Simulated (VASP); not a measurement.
# Zr (P6_3/mmc) in VASP: a series of runs, part 2 of 2

VASP 6.6.1. Earlier steps stand in the parts before.

### Step 3. Single point, PBE

This run uses another cell than the first one, of 21.53 Å³/atom, 1.028 times its volume.

INCAR reads:

```
SYSTEM = Zr
PREC = Accurate
ENCUT = 520
EDIFF = 1E-6
ISMEAR = -1
SIGMA = 0.15
LREAL = .False.
LASPH = .True.
NELM = 80
ALGO = Normal
ISIF = 2
LWAVE = .False.
LCHARG = .True.
GGA = PE
LELF = .True.
LVHAR = .True.
NBANDS = 19
```

KPOINTS reads:

```
regular mesh
0
Gamma
  10 10 5
  0 0 0
```

POSCAR reads:

```
Zr
1.0
    3.1490913792      0.0000000000      0.0000000000
   -1.5745456896      2.7271930309      0.0000000000
    0.0000000000      0.0000000000      5.0149669952
Zr
2
Direct
    0.3333333333      0.6666666667      0.2500000000
    0.6666666667      0.3333333333      0.7500000000
```

Potentials or basis: VASP PAW PBE potentials, release 64 (Zr_sv).

Command:

```sh
$ cat potpaw_PBE.64/Zr_sv/POTCAR > POTCAR
$ mpirun -np 1 vasp_std > vasp.out
```

Run time: 29 s. Hardware: 1 thread of Intel Xeon Platinum 8259CL at 2.50GHz (Skylake/Cascade Lake), shared host; peak memory 0.17 GiB.

The run converged. Its results:

| Item | Value |
| --- | --- |
| Free energy | -17.0164 eV |
| Pressure | 9.0 GPa |
| Band gap on the k mesh | zero (band 12 reaches 10.76 eV, above the bottom of band 13 at 9.61 eV) |

Stress tensor (GPa, compression positive):
```
 8.37  0.00  0.00
 0.00  8.37  0.00
 0.00  0.00 10.26
```

Levels at points of the mesh, in eV from the Fermi level:
```tsv
k point	band 10	band 11	band 12	band 13	band 14	band 15
(0.00, 0.00, 0.00)	-3.19	0.93	0.93	1.11	1.57	1.70
(0.50, 0.00, 0.00)	-2.55	-2.32	0.03	0.58	0.95	1.67
```

### Step 4. Single point, PBE

This run uses another cell than the first one, of 22.12 Å³/atom, 1.056 times its volume.

INCAR reads:

```
SYSTEM = Zr
ALGO = Normal
EDIFF = 1E-6
ENCUT = 520
GGA = PE
ISIF = 2
ISMEAR = -1
LASPH = .True.
LCHARG = .False.
LREAL = .False.
LWAVE = .False.
NBANDS = 19
NELM = 100
PREC = Accurate
SIGMA = 0.15
```

KPOINTS reads:

```
k-points
0
Gamma
  10 10 5
  0 0 0
```

POSCAR reads:

```
Zr
1.0
    3.1772097543      0.0000000000      0.0000000000
   -1.5886048771      2.7515442571      0.0000000000
    0.0000000000      0.0000000000      5.0597458556
Zr
2
Direct
    0.3333333333      0.6666666667      0.2500000000
    0.6666666667      0.3333333333      0.7500000000
```

Potentials or basis: VASP PAW PBE potentials, release 64 (Zr_sv).

Command:

```sh
$ cat potpaw_PBE.64/Zr_sv/POTCAR > POTCAR
$ mpirun -np 1 vasp_std > vasp.out
```

OUTCAR:

```text
SYSTEM = Zr
   EDIFF = 1E-6
   ENCUT = 520
   GGA = PE
   ISIF = 2
   ISMEAR = -1
   LASPH = .True.
   LREAL = .False.
   NELM = 100
   PREC = Accurate

 ion  position               nearest neighbor table
   1  0.333  0.667  0.250-   2 3.12   2 3.12   2 3.12   2 3.12   2 3.12   2 3.12
   2  0.667  0.333  0.750-   1 3.12   1 3.12   1 3.12   1 3.12   1 3.12   1 3.12

  LATTYP: Found a hexagonal cell.
 ALAT       =     3.1772097543
 C/A-ratio  =     1.5925123762

  Lattice vectors:

[... 717 lines left out ...]
------------------------ aborting loop because EDIFF is reached ----------------------------------------

  FORCE on cell =-STRESS in cart. coord.  units (eV):
  Direction    XX          YY          ZZ          XY          YZ          ZX
  --------------------------------------------------------------------------------------
  -------------------------------------------------------------------------------------
  Total        1.4934218      1.4934217      1.9080031      0.0000000      0.0000000      0.0000000
  in kB       54.0931120     54.0931079     69.1096313      0.0000000      0.0000000      0.0000000
  external PRESSURE =      59.0986171 kB  Pullay stress =       0.0000000 kB

 VOLUME and BASIS-vectors are now :
 -----------------------------------------------------------------------------
  energy-cutoff  :      520.00
  volume of cell :       44.23
      direct lattice vectors                 reciprocal lattice vectors
     3.177209754  0.000000000  0.000000000     0.314741574  0.181716139  0.000000000
    -1.588604877  2.751544257  0.000000000     0.000000000  0.363432279  0.000000000
     0.000000000  0.000000000  5.059745856     0.000000000  0.000000000  0.197638385

 POSITION                                       TOTAL-FORCE (eV/Angst)
 -----------------------------------------------------------------------------------
     -0.00000      1.83436      1.26494         0.000000     -0.000000      0.000000
      1.58860      0.91718      3.79481        -0.000000      0.000000      0.000000
 -----------------------------------------------------------------------------------
    total drift:                               -0.000000      0.000000     -0.000000

  FREE ENERGIE OF THE ION-ELECTRON SYSTEM (eV)
  ---------------------------------------------------
  free  energy   TOTEN  =       -17.0709221007 eV

  energy  without entropy=      -16.9135452777  energy(sigma->0) =      -16.99223369
```

stdout:

```text
POSCAR found type information on POSCAR Zr
 POSCAR found :  1 types and       2 ions
 scaLAPACK will be used
 LDA part: xc-table for (Slater+PW92), standard interpolation
 POSCAR, INCAR and KPOINTS ok, starting setup
 FFT: planning ... GRIDC
 FFT: planning ... GRID_SOFT
 FFT: planning ... GRID
 WAVECAR not read
 entering main loop
```

Wall time 26 s (1 thread of Intel Xeon Platinum 8259CL at 2.50GHz (Skylake/Cascade Lake), shared host); peak memory 0.17 GiB.

What came out:

- Free energy: -17.0709 eV
- Pressure: 5.9 GPa
- Band gap on the k mesh: zero (band 12 reaches 10.45 eV, above the bottom of band 13 at 9.28 eV)

Levels at points of the mesh, in eV from the Fermi level:
| k point | band 9 | band 10 | band 11 | band 12 | band 13 | band 14 | band 15 | band 16 |
| --- | --- | --- | --- | --- | --- | --- | --- | --- |
| (0.00, 0.00, 0.00) | -5.68 | -3.11 | 0.93 | 0.93 | 1.10 | 1.44 | 1.67 | 1.67 |
| (0.50, 0.00, 0.00) | -2.70 | -2.52 | -2.23 | -0.04 | 0.59 | 0.91 | 1.62 | 5.25 |

### Step 5. Single point, PBE

This run uses another cell than the first one, of 22.70 Å³/atom, 1.083 times its volume.

INCAR reads:

```
  ALGO = Normal
  EDIFF = 1E-7
  ENCUT = 520
  GGA = PE
  ISIF = 2
  ISMEAR = -1
  LASPH = T
  LCHARG = T
  LELF = T
  LREAL = F
  LVHAR = T
  LWAVE = F
  NBANDS = 19
  NELM = 80
  PREC = Accurate
  SIGMA = 0.15
```

KPOINTS reads:

```
k-points
0
Gamma
  10 10 5
```

POSCAR reads:

```
Zr
1.0
    3.2048390520      0.0000000000      0.0000000000
   -1.6024195260      2.7754719299      0.0000000000
    0.0000000000      0.0000000000      5.1037458542
Zr
2
Direct
    0.3333333333      0.6666666667      0.2500000000
    0.6666666667      0.3333333333      0.7500000000
```

Command:

```sh
$ cat potpaw_PBE.64/Zr_sv/POTCAR > POTCAR
$ mpirun -np 1 vasp_std > vasp.out
```

Run time: 34 s. Hardware: 1 thread of Intel Xeon Platinum 8259CL at 2.50GHz (Skylake/Cascade Lake), shared host; peak memory 0.17 GiB.

Results (log left out):

* Free energy: -17.1041 eV
* Pressure: 3.1 GPa
* Band gap on the k mesh: zero (band 12 reaches 10.15 eV, above the bottom of band 13 at 8.98 eV)

Stress tensor (GPa, compression positive):
```
2.74 0.00 0.00
0.00 2.74 0.00
0.00 0.00 3.93
```

Levels at points of the mesh, in eV from the Fermi level:
| k point | band 8 | band 9 | band 10 | band 11 | band 12 | band 13 | band 14 | band 15 | band 16 | band 17 |
| --- | --- | --- | --- | --- | --- | --- | --- | --- | --- | --- |
| (0.00, 0.00, 0.00) | -26.19 | -5.64 | -3.04 | 0.92 | 0.92 | 1.09 | 1.33 | 1.64 | 1.64 | 2.25 |
| (0.50, 0.00, 0.00) | -26.32 | -2.60 | -2.48 | -2.15 | -0.10 | 0.59 | 0.88 | 1.57 | 5.10 | 5.52 |

### Step 6. Single point, PBE

This run uses another cell than the first one, of 23.28 Å³/atom, 1.111 times its volume.

INCAR reads:

```
SYSTEM = Zr
  ALGO = Normal
  EDIFF = 1E-7
  ENCUT = 520
  GGA = PE
  ISIF = 2
  ISMEAR = -1
  LASPH = .TRUE.
  LCHARG = .FALSE.
  LREAL = .FALSE.
  LWAVE = .FALSE.
  NBANDS = 19
  NELM = 100
  PREC = Accurate
  SIGMA = 0.15
```

KPOINTS reads:

```
k-points
0
G
  10 10 5
  0 0 0
```

POSCAR reads:

```
Zr
1.0
    3.2320000000      0.0000000000      0.0000000000
   -1.6160000000      2.7989940000      0.0000000000
    0.0000000000      0.0000000000      5.1470000000
Zr
2
Direct
    0.3333333333      0.6666666667      0.2500000000
    0.6666666667      0.3333333333      0.7500000000
```

Potentials or basis: VASP PAW PBE potentials, release 64 (Zr_sv).

Command:

```sh
$ cat potpaw_PBE.64/Zr_sv/POTCAR > POTCAR
$ mpirun -np 1 vasp_std > vasp.out
```

Wall time 33 s (1 thread of Intel Xeon Platinum 8259CL at 2.50GHz (Skylake/Cascade Lake), shared host); peak memory 0.17 GiB.

Results (log left out):

* Free energy: -17.1182 eV
* Pressure: 0.6 GPa
* Band gap on the k mesh: zero (band 12 reaches 9.86 eV, above the bottom of band 13 at 8.68 eV)

Stress tensor (GPa, compression positive):
```
0.34 0.00 0.00
0.00 0.34 0.00
0.00 0.00 1.28
```

Levels at points of the mesh, in eV from the Fermi level:
| k point | band 9 | band 10 | band 11 | band 12 | band 13 | band 14 | band 15 | band 16 |
| --- | --- | --- | --- | --- | --- | --- | --- | --- |
| (0.00, 0.00, 0.00) | -5.60 | -2.98 | 0.92 | 0.92 | 1.08 | 1.23 | 1.61 | 1.61 |
| (0.50, 0.00, 0.00) | -2.51 | -2.45 | -2.08 | -0.16 | 0.60 | 0.85 | 1.53 | 4.95 |

### Step 7. Summary

```tsv
cell	gap on the mesh (eV)	pressure (GPa)
a = 3.120, b = 3.120, c = 4.969 Å, angles 90.0, 90.0, 120.0°, 2 atoms	none	12.4
a = 3.149, b = 3.149, c = 5.015 Å, angles 90.0, 90.0, 120.0°, 2 atoms	none	9.0
a = 3.177, b = 3.177, c = 5.060 Å, angles 90.0, 90.0, 120.0°, 2 atoms	none	5.9
a = 3.205, b = 3.205, c = 5.104 Å, angles 90.0, 90.0, 120.0°, 2 atoms	none	3.1
a = 3.232, b = 3.232, c = 5.147 Å, angles 90.0, 90.0, 120.0°, 2 atoms	none	0.6
```

Alike in all rows: task single point; level PBE; potentials or basis VASP PAW PBE potentials, release 64 (Zr_sv); no spin polarisation; k mesh 10 × 10 × 5; cutoff (eV) 520; smearing fermi-dirac 0.15 eV.

Total energies depend on the potentials used, so only differences within one code and one set of settings carry meaning.
